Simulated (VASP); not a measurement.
Si3Ru:

```
Si Ru
1.0
     3.81899    0.00000    0.00000
     0.00000    3.81899    0.00000
     0.00000    0.00000    3.81899
Si Ru
3 1
Direct
  0.00000 0.50000 0.50000
  0.50000 0.00000 0.50000
  0.50000 0.50000 0.00000
  0.00000 0.00000 0.00000
```

The cell was built from a structure type or drawn by symmetry, and may not be a known phase.

```yaml
Program: VASP 6.6.1
Task: relaxation of cell and atoms
Functional: PBE
Potentials_or_basis: VASP PAW PBE potentials, release 64 (Si, Ru_pv)
Cutoff: 600 eV
k_mesh: 12 × 12 × 12
Occupations: gaussian, width 0.1 eV
Spin: no spin polarisation
```

At the start: pressure -4.0 GPa; volume 13.92 Å³/atom.

Q: Where does the relaxation end?

A: Over 3 steps the energy falls by 5.4 meV/atom and the volume is 13.51 Å³/atom (-3.0 %); space group Pm-3m (No. 221, to 0.1 Å) before and after.

The path:
```csv
step,energy change (eV),largest force (eV/Å),pressure (GPa),volume (Å³)
1,0.0000,0.0000,-3.96,55.70
2,-0.0111,0.0000,3.18,52.97
3,-0.0215,0.0000,0.02,54.05
```

Final structure:
```
CELL_PARAMETERS angstrom
3.78082 0.00000 0.00000
0.00000 3.78082 0.00000
0.00000 0.00000 3.78082
ATOMIC_POSITIONS crystal
Si 0.00000 0.50000 0.50000
Si 0.50000 0.00000 0.50000
Si 0.50000 0.50000 0.00000
Ru 0.00000 0.00000 0.00000
```
